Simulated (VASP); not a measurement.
LiH, 2 atoms in the cell. The structure is cubic, space group Fm-3m (No. 225). The conventional cell has a = 3.859 Å, b = 3.859 Å, c = 3.859 Å, α = 90.00°, β = 90.00°, γ = 90.00°. Within 2.6 Å of Li (site symmetry m-3m) lie 6 H at 1.93 Å. Within 2.6 Å of H (site symmetry m-3m) lie 6 Li at 1.93 Å.  This cell differs from its parent crystal: volume changed by -10%.

| Item | Value |
| --- | --- |
| Program | VASP 6.6.1 |
| Task | single point |
| Functional | PBE |
| Potentials or basis | VASP PAW PBE potentials, release 64 (Li_sv, H) |
| Cutoff | 520 eV |
| k mesh | 6 × 6 × 6 |
| Occupations | gaussian, width 0.01 eV |
| Spin | no spin polarisation |
| Dipole correction | no |
| Further INCAR settings | ALGO = Normal; EDIFF = 1e-06; NBANDS = 9 |

Potentials or basis: VASP PAW PBE potentials, release 64 (Li_sv, H).

Command:

```console
$ cat potpaw_PBE.64/Li_sv/POTCAR potpaw_PBE.64/H/POTCAR > POTCAR
$ mpirun -np 1 vasp_std > vasp.out
```

Hardware: 1 thread of Intel(R) Xeon(R) Platinum 8488C (Sapphire Rapids), on a shared host.

Problem. How long does it take, and how much memory?

Solution. It took 2.5 s on 1 thread of Intel(R) Xeon(R) Platinum 8488C (Sapphire Rapids), with other jobs on the host, peak memory 0.11 GiB. Counts: scf iterations 12, k points 16.
